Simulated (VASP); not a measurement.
CO, 8 atoms in the cell. It takes space group P2_13 (No. 198, cubic). The conventional cell has a = 5.630 Å, b = 5.630 Å, c = 5.630 Å, α = 90.00°, β = 90.00°, γ = 90.00°. C (site symmetry 3) has 1 O at 1.06 Å within 1.4 Å. O (site symmetry 3) has 1 C at 1.06 Å within 1.4 Å. 

| Property | Result |
| --- | --- |
| Program | VASP 6.6.1 |
| Task | single point |
| Functional | r2SCAN |
| Potentials or basis | VASP PAW PBE potentials, release 64 (C, O) |
| Cutoff | 520 eV |
| k mesh | 5 × 5 × 5 |
| Occupations | fermi-dirac, width 0.1 eV |
| Spin | no spin polarisation |
| Dipole correction | no |
| Further INCAR settings | ALGO = Normal; EDIFF = 1e-06; NBANDS = 30 |

Potentials or basis: VASP PAW PBE potentials, release 64 (C, O).

The run is started by

```sh
$ cat potpaw_PBE.64/C/POTCAR potpaw_PBE.64/O/POTCAR > POTCAR
$ cp INCAR.step1 INCAR
$ mpirun -np 1 vasp_std > vasp.out
$ cp INCAR.step2 INCAR
$ mpirun -np 1 vasp_std > vasp.out
```

Hardware: 1 thread of AMD EPYC 7R43 64-Core Processor (Zen 3), with other jobs on the host.

Task: Estimate the wall time of this run.

Result: Wall time 4.9 min on 1 thread of AMD EPYC 7R43 64-Core Processor (Zen 3), on a shared host, peak memory 0.25 GiB. Counts: k points 11.
